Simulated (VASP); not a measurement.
Wanted: the native input for a VASP 6.6.1 run.

| Property | Result |
| --- | --- |
| Task | single point |
| Functional | PBEsol |
| Potentials or basis | VASP PAW PBE potentials, release 64 (Ti_sv, S) |
| Cutoff | 520 eV |
| k mesh | 5 × 5 × 5 |
| Occupations | fermi-dirac, width 0.05 eV |
| Spin | no spin polarisation |
| Dipole correction | no |
| Further INCAR settings | ALGO = Normal; EDIFF = 1e-06; NBANDS = 32 |

The structure of Ti3S2 lies in POSCAR:

```
Ti3S2
1.0
    2.7131139241      1.5664170544      3.2376184047
   -2.7131139241      1.5664170544      3.2376184047
    0.0000000000     -3.1328341088      3.2376184047
Ti S
3 2
Direct
    0.0000000000      0.3356550000      0.6643450000
    0.6643450000      0.0000000000      0.3356550000
    0.3356550000      0.6643450000      0.0000000000
    0.1678390000      0.1678390000      0.1678390000
    0.8321610000      0.8321610000      0.8321610000
```

One way to write it, as run:

INCAR

```
SYSTEM = Ti3S2
PREC     = Accurate       ! precision mode
ENCUT    = 520            ! plane-wave cutoff, eV
EDIFF    = 1E-6           ! SCF threshold, eV
ISMEAR   = -1             ! smearing method
SIGMA    = 0.05           ! smearing width, eV
LREAL    = .False.        ! projectors in reciprocal space
LASPH    = .True.         ! aspherical terms in the spheres
NELM     = 60             ! most SCF steps
ALGO     = Normal         ! electronic algorithm
ISIF     = 2              ! what is computed and relaxed
LWAVE    = .False.        ! write WAVECAR
LCHARG   = .False.        ! write CHGCAR
GGA      = PS             ! functional
NBANDS   = 32             ! bands
```

KPOINTS

```
Automatic mesh
0
Gamma
  5 5 5
  0 0 0
```

Potentials or basis: VASP PAW PBE potentials, release 64 (Ti_sv, S).

The run is started by

```bash
$ cat potpaw_PBE.64/Ti_sv/POTCAR potpaw_PBE.64/S/POTCAR > POTCAR
$ mpirun -np 1 vasp_std > vasp.out
```

Results of the run:

- Pressure: -4.3 GPa
- Largest force: 0.042 eV/Å
- Band gap on the k mesh: zero (bands 24 and 25 overlap by 0.15 eV)

Caveat: the cell stands under tension; the PAW data sets were made with another functional, which shifts forces and pressure a little.

Run time: 50 s on 1 thread of Intel Xeon 8259CL, with other jobs on the host, peak memory 0.22 GiB.
